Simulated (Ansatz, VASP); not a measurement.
One calculation of AgCl, two programs

File INCAR:

```
SYSTEM = AgCl
  PREC = Accurate
  ENCUT = 520
  EDIFF = 1E-6
  ISMEAR = -1
  SIGMA = 0.01
  LREAL = .False.
  LASPH = .True.
  NELM = 60
  ALGO = Normal
  ISIF = 2
  LWAVE = .False.
  LCHARG = .False.
  GGA = PE
  NBANDS = 16
```

File KPOINTS:

```
regular mesh
0
Gamma
  9 9 9
  0 0 0
```

Contents of POSCAR:

```
AgCl
1.0
    3.4109255069      0.0000000000      0.0000000000
    0.0000000000      3.4109255069      0.0000000000
    0.0000000000      0.0000000000      3.4109255069
Ag Cl
1 1
Direct
    0.0000000000      0.0000000000      0.0000000000
    0.5000000000      0.5000000000      0.5000000000
```

Input for Ansatz:

```yaml
crystal:
  lattice:
    - [3.4109255069, 0.0, 0.0]
    - [0.0, 3.4109255069, 0.0]
    - [0.0, 0.0, 3.4109255069]
  atoms:
    - { symbol: Ag, position: [0.0, 0.0, 0.0] }
    - { symbol: Cl, position: [0.5, 0.5, 0.5] }
kpoints:
  mp_grid: { grid: [9, 9, 9] }
  band_path:
    path:
      - [0.0, 0.0, 0.0]
      - [0.0, 0.5, 0.0]
      - [0.5, 0.5, 0.0]
      - [0.0, 0.0, 0.0]
      - [0.5, 0.5, 0.5]
      - [0.0, 0.5, 0.0]
      - [0.5, 0.5, 0.5]
      - [0.5, 0.5, 0.0]
    npoints: 5
scf:
  occupations: { method: fermi_dirac, width: 0.01 }
hamiltonian:
  xc: pbe
  pseudopotentials: { kind: all_electron, lapw: { basis_error: 0.001 } }
output:
  forces: true
  stress: true
  eigenvalues: true
```

Change from the starting cell: volume scaled by 0.98.

Alike in both runs: task single point; functional PBE; k mesh 9 × 9 × 9; occupations fermi-dirac, width 0.01 eV; no spin polarisation.

|  | VASP | Ansatz |
| --- | --- | --- |
| version | VASP 6.6.1 | Ansatz 0.2.0 |
| potentials or method | VASP PAW PBE potentials, release 64 (Ag, Cl), cutoff 520 eV | all-electron LAPW, scalar-relativistic |

VASP gave:

| Item | Value |
| --- | --- |
| gap on the k mesh at the Fermi level (eV) | 0.61 |
| pressure (GPa) | 0.7 |

Estimate Ansatz's values.

gap on the k mesh at the Fermi level (eV): 0.61; pressure (GPa): 0.9.

Ansatz ran all-electron here, and VASP with PAW potentials.
